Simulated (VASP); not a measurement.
Input of a VASP 6.6.1 run:

Contents of INCAR:

```
SYSTEM = Al4As
  ALGO = Fast
  EDIFF = 1E-7
  EDIFFG = -0.01
  ENCUT = 600
  GGA = PE
  IBRION = 2
  ISIF = 3
  ISMEAR = 0
  LASPH = .TRUE.
  LCHARG = .FALSE.
  LREAL = .FALSE.
  LWAVE = .FALSE.
  NELM = 100
  NSW = 100
  PREC = Accurate
  SIGMA = 0.1
```

KPOINTS

```
k-points
0
G
  10 10 10
  0 0 0
```

Contents of POSCAR:

```
Al4As
1.0
   -2.9916319024      2.9916319024      2.9916319024
    2.9916319024     -2.9916319024      2.9916319024
    2.9916319024      2.9916319024     -2.9916319024
Al As
4 1
Direct
    0.5000000000      0.5000000000      0.5000000000
    0.5000000000      0.0000000000      0.0000000000
    0.0000000000      0.0000000000      0.5000000000
    0.0000000000      0.5000000000      0.0000000000
    0.0000000000      0.0000000000      0.0000000000
```

Potentials or basis: VASP PAW PBE potentials, release 64 (Al, As).

Launch:

```bash
$ cat potpaw_PBE.64/Al/POTCAR potpaw_PBE.64/As/POTCAR > POTCAR
$ mpirun -np 1 vasp_std > vasp.out
```

(1) What does it give for the relaxed cell?

(2) Predict the relaxed volume.

(3) What does it give for the band gap on the k mesh?

Answers

(1) a = 5.192 Å, b = 5.192 Å, c = 5.192 Å, α = 109.47°, β = 109.47°, γ = 109.47°.

(2) 21.55 Å³/atom.

(3) zero (an odd number of electrons rules out a gap without spin polarisation).
